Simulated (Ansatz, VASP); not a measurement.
One calculation of Ru, two programs

The input INCAR:

```
SYSTEM = Ru
ALGO = Normal
EDIFF = 1E-8
ENCUT = 400
GGA = PS
GGA_COMPAT = .FALSE.
ISIF = 2
ISMEAR = -1
LASPH = .TRUE.
LCHARG = .FALSE.
LEFG = .TRUE.
LREAL = .FALSE.
LWAVE = .FALSE.
NBANDS = 21
NELM = 120
PREC = Accurate
SIGMA = 0.05
```

KPOINTS

```
k-points
0
G
  23 23 13
  0 0 0
```

POSCAR

```
Ru
1.0
    2.7058000000      0.0000000000      0.0000000000
   -1.3529000000      2.3432915376      0.0000000000
    0.0000000000      0.0000000000      4.2819000000
Ru
2
Direct
    0.3333333333      0.6666666667      0.2500000000
    0.6666666667      0.3333333333      0.7500000000
```

Input for Ansatz:

```yaml
crystal:
  lattice:
    - [2.7058, 0.0, 0.0]
    - [-1.3529, 2.3432915376, 0.0]
    - [0.0, 0.0, 4.2819]
  atoms:
    - { symbol: Ru, position: [0.3333333333, 0.6666666667, 0.25] }
    - { symbol: Ru, position: [0.6666666667, 0.3333333333, 0.75] }
kpoints:
  mp_grid: { grid: [23, 23, 13] }
scf:
  occupations: { method: fermi_dirac, width: 0.05 }
hamiltonian:
  xc: pbesol
  pseudopotentials: { kind: paw }
output:
  forces: true
  stress: true
  populations: true
  efg: { quadrupole_moments_barn: { Ru: 0.079 }, contact_densities: true }
```

Alike in both runs: task electric field gradients; functional PBEsol; k mesh 23 × 23 × 13; occupations fermi-dirac, width 0.05 eV; no spin polarisation.

|  | VASP | Ansatz |
| --- | --- | --- |
| version | VASP 6.6.1 | Ansatz 0.2.0 |
| potentials or method | VASP PAW PBE potentials, release 64 (Ru_pv) | plane-wave PAW, scalar-relativistic |
| plane-wave cutoff (eV) | 400 | 420 |
| valence electrons in the cell | 28 | 32 |

```csv
,VASP,Ansatz,Ansatz less VASP
pressure (GPa),-7.2,-6.3,+0.89
"traceless stress, the component that is largest in VASP (GPa)",-1.05,-1.05,-0.002
size of Vzz on the site where it differs most (V/Å²),15.7,12.5,-3.18
```

VASP's potentials were made for PBE, not for PBEsol. With one functional, cell and mesh, what is left measures potentials, basis and numerics. VASP's potentials hold 28 valence electrons a cell and Ansatz's 32, so a difference there can come from the potentials and not from the codes.
